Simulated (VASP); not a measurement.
A run of VASP 6.6.1 is set up as follows.

Contents of POSCAR:

```
Si
1.0
   10.8655790000      0.0000000000      0.0000000000
    0.0000000000     10.8655790000      0.0000000000
    0.0000000000      0.0000000000     10.8655790000
Si
65
Direct
    0.0003810000      0.9998240000      0.0024840000
    0.0005260000      0.0000530000      0.4998270000
    0.0003280000      0.5002510000      0.9987570000
    0.0002450000      0.4996700000      0.5010620000
    0.5007300000      0.9998690000      0.9988150000
    0.5000550000      0.9997530000      0.5011050000
    0.5010930000      0.5006300000      0.9998050000
    0.4178670000      0.4173540000      0.4244800000
    0.1256350000      0.1251280000      0.1276770000
    0.1207840000      0.1204110000      0.6308050000
    0.1238390000      0.6256780000      0.1259630000
    0.1236260000      0.6243410000      0.6285800000
    0.6261370000      0.1234580000      0.1259760000
    0.6247540000      0.1231560000      0.6285650000
    0.6257200000      0.6252880000      0.1264600000
    0.6281680000      0.6277060000      0.6266110000
    0.2498730000      0.2494610000      0.0009160000
    0.2445680000      0.2440930000      0.5093290000
    0.2514740000      0.7501980000      0.0042390000
    0.2464730000      0.7516420000      0.5049910000
    0.7506460000      0.2510520000      0.0041890000
    0.7520940000      0.2460100000      0.5050120000
    0.7497200000      0.7491900000      0.0001390000
    0.7565220000      0.7560670000      0.5081670000
    0.3762610000      0.3758480000      0.1243770000
    0.3708000000      0.3702530000      0.6318060000
    0.3770760000      0.8787250000      0.1270530000
    0.3753690000      0.8755420000      0.6269300000
    0.8792590000      0.3765560000      0.1270170000
    0.8761010000      0.3748900000      0.6268580000
    0.8748070000      0.8744160000      0.1261940000
    0.8799830000      0.8795680000      0.6296040000
    0.2507440000      0.0006690000      0.2520330000
    0.2495040000      0.9982080000      0.7530970000
    0.2485240000      0.4959760000      0.2507290000
    0.2499730000      0.5002900000      0.7524520000
    0.7503820000      0.9998380000      0.2505330000
    0.7509220000      0.0005400000      0.7536410000
    0.7535580000      0.5040610000      0.2516010000
    0.7491590000      0.4981490000      0.7500560000
    0.3732060000      0.1255480000      0.3804110000
    0.3753080000      0.1250660000      0.8759610000
    0.3660050000      0.6348280000      0.3690890000
    0.3749060000      0.6258760000      0.8771560000
    0.8757170000      0.1246960000      0.3761120000
    0.8745170000      0.1260480000      0.8795690000
    0.8769540000      0.6283170000      0.3795860000
    0.8740490000      0.6249380000      0.8749130000
    0.0012040000      0.2502590000      0.2520430000
    0.9985960000      0.2490410000      0.7532000000
    0.0002110000      0.7499390000      0.2505010000
    0.0009880000      0.7505140000      0.7536100000
    0.4963750000      0.2481440000      0.2507750000
    0.5007200000      0.2494190000      0.7525380000
    0.5045800000      0.7530730000      0.2517290000
    0.4986730000      0.7486650000      0.7501420000
    0.1260410000      0.3727530000      0.3804220000
    0.1255730000      0.3749120000      0.8758790000
    0.1251180000      0.8752230000      0.3760760000
    0.1266090000      0.8740590000      0.8794760000
    0.6353620000      0.3655700000      0.3690660000
    0.6263120000      0.3744720000      0.8771100000
    0.6288010000      0.8765660000      0.3796330000
    0.6254400000      0.8735710000      0.8750070000
    0.5774640000      0.5769970000      0.4222300000
```

The input INCAR.step1:

```
  PREC = Accurate
  ENCUT = 400
  EDIFF = 1E-5
  ISMEAR = -1
  SIGMA = 0.05
  LREAL = Auto
  LASPH = True
  NELM = 120
  ALGO = Normal
  ISIF = 2
  LWAVE = True
  LCHARG = False
  NBANDS = 168
  GGA = PE
  ISYM = -1
  GGA_COMPAT = False
```

The input INCAR.step2:

```
  PREC = Accurate
  ENCUT = 400
  EDIFF = 1E-6
  ISMEAR = -1
  SIGMA = 0.05
  LREAL = Auto
  LASPH = True
  NELM = 120
  ALGO = Normal
  ISIF = 2
  LWAVE = False
  LCHARG = False
  GGA = PE
  LHFCALC = True
  HFSCREEN = 0.2079
  PRECFOCK = Fast
  NBANDS = 168
  ISTART = 1
  ISYM = -1
  GGA_COMPAT = False
```

File KPOINTS:

```
explicit points
1
Reciprocal
  0.25000000   0.25000000   0.25000000 1
```

Potentials or basis: VASP PAW PBE potentials, release 64 (Si).

Launch:

```bash
$ cat potpaw_PBE.64/Si/POTCAR > POTCAR
$ cp INCAR.step1 INCAR
$ mpirun -np 1 vasp_std > vasp.out
$ cp INCAR.step2 INCAR
$ mpirun -np 1 vasp_std > vasp.out
```

Estimate the largest force.

0.342 eV/Å.

Predict the band gap on the k mesh.

1.16 eV.

What does it give for the pressure?

0.7 GPa.

Stress tensor (GPa, compression positive):
```
 0.95 -0.73 -1.29
-0.73  0.94 -1.30
-1.29 -1.30  0.36
```

Caveat: the PAW data sets were made with another functional, which shifts forces and pressure a little.
